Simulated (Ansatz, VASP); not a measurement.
## One calculation of NiO, two programs

```
CELL_PARAMETERS angstrom
0.00000 2.09131 2.09131
2.09131 0.00000 2.09131
2.09131 2.09131 0.00000
ATOMIC_POSITIONS crystal
Ni 0.00000 0.00000 0.00000
O 0.50000 0.50000 0.50000
```

Alike in both runs: task single point; functional PBEsol; k mesh 8 × 8 × 8; occupations gaussian, width 0.05 eV; no spin polarisation; Hubbard terms Ni d U = 4.0 eV.

|  | VASP | Ansatz |
| --- | --- | --- |
| version | VASP 6.6.1 | Ansatz 0.2.0 |
| potentials or method | VASP PAW PBE potentials, release 64 (Ni_sv_GW, O), cutoff 600 eV | scalar-relativistic, plane waves, PAW |
| valence electrons in the cell | 24 | 24 |

```tsv
	VASP	Ansatz	Ansatz less VASP
gap on the k mesh at the Fermi level (eV)	none	none	-
pressure (GPa)	-15.5	-12.2	+3.30
```

VASP's potentials were made for PBE, not for PBEsol. The programs project onto different local orbitals, so the same U acts differently, and such runs can settle in different states. A gap of «none» marks a metal or a gap that the smearing closes. Ansatz's warnings: filled band counts differ across k points.
